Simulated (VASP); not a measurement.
Wanted: the native input for a VASP 6.6.1 run.

- Task: single point
- Functional: PBE
- Potentials or basis: VASP PAW PBE potentials, release 64 (Zn)
- Cutoff: 500 eV
- k mesh: 17 × 17 × 17
- Occupations: fermi-dirac, width 0.1 eV
- Spin: no spin polarisation
- Dipole correction: no
- Further INCAR settings: ALGO = Normal; EDIFF = 1e-06; NBANDS = 12

The structure of Zn lies in POSCAR:

```
Zn
1.0
    0.0000000000      1.9144015464      1.9144015464
    1.9144015464      0.0000000000      1.9144015464
    1.9144015464      1.9144015464      0.0000000000
Zn
1
Direct
    0.0000000000      0.0000000000      0.0000000000
```

This isn't the form of Zn at room conditions, which is hcp.

These files were run (other wordings do the same):

INCAR

```
SYSTEM = Zn
  PREC = Accurate
  ENCUT = 500
  EDIFF = 1E-6
  ISMEAR = -1
  SIGMA = 0.1
  LREAL = .False.
  LASPH = .True.
  NELM = 120
  ALGO = Normal
  ISIF = 2
  LWAVE = .False.
  LCHARG = .False.
  GGA = PE
  NBANDS = 12
  GGA_COMPAT = .False.
```

KPOINTS

```
regular mesh
0
Gamma
  17 17 17
  0 0 0
```

Potentials or basis: VASP PAW PBE potentials, release 64 (Zn).

The run is started by

```bash
$ cat potpaw_PBE.64/Zn/POTCAR > POTCAR
$ mpirun -np 1 vasp_std > vasp.out
```

It gave:

| Quantity | Value |
| --- | --- |
| Pressure | 7.2 GPa |
| Band gap on the k mesh | zero (bands 6 and 7 overlap by 2.47 eV) |

Caveat: the cell stands under pressure.

Run time: 14 s on 1 thread of Intel(R) Xeon(R) Platinum 8259CL CPU @ 2.50GHz (Skylake/Cascade Lake), with other jobs on the host, peak memory 0.14 GiB.
